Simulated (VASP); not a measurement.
Here is a VASP 6.6.1 calculation.

Contents of INCAR:

```
SYSTEM = ZnSe
PREC     = Accurate       ! precision mode
ENCUT    = 520            ! plane-wave cutoff, eV
EDIFF    = 1E-6           ! SCF threshold, eV
ISMEAR   = 0              ! smearing method
SIGMA    = 0.01           ! smearing width, eV
LREAL    = .False.        ! projectors in reciprocal space
LASPH    = .True.         ! aspherical terms in the spheres
NELM     = 80             ! most SCF steps
ALGO     = Normal         ! electronic algorithm
ISIF     = 2              ! what is computed and relaxed
LWAVE    = .False.        ! write WAVECAR
LCHARG   = .False.        ! write CHGCAR
GGA      = CA             ! functional
NBANDS   = 16             ! bands
```

The input KPOINTS:

```
Automatic mesh
0
Gamma
  8 8 8
  0 0 0
```

POSCAR

```
ZnSe
1.0
    2.8394346102      2.8394346102      0.0000000000
   -2.8394346102      2.8394346102      0.0000000000
    0.0000000000      2.8394346102      2.7153231650
Zn Se
1 1
Direct
    0.0000000000      0.0000000000      0.0000000000
    0.7500000000      0.2500000000      0.5000000000
```

Potentials or basis: VASP PAW LDA potentials, release 64 (Zn, Se).

The run is started by

```sh
$ cat potpaw_LDA.64/Zn/POTCAR potpaw_LDA.64/Se/POTCAR > POTCAR
$ mpirun -np 1 vasp_std > vasp.out
```

Question: Predict the band gap on the k mesh.

Answer: 1.12 eV, direct.

Question: Estimate the pressure.

Answer: -0.7 GPa.

Stress tensor (GPa, compression positive):
```
-1.25  0.00  0.00
 0.00 -1.25  0.00
 0.00  0.00  0.34
```

Caveat: the cell differs from its parent crystal (film at in-plane strain +0.02).
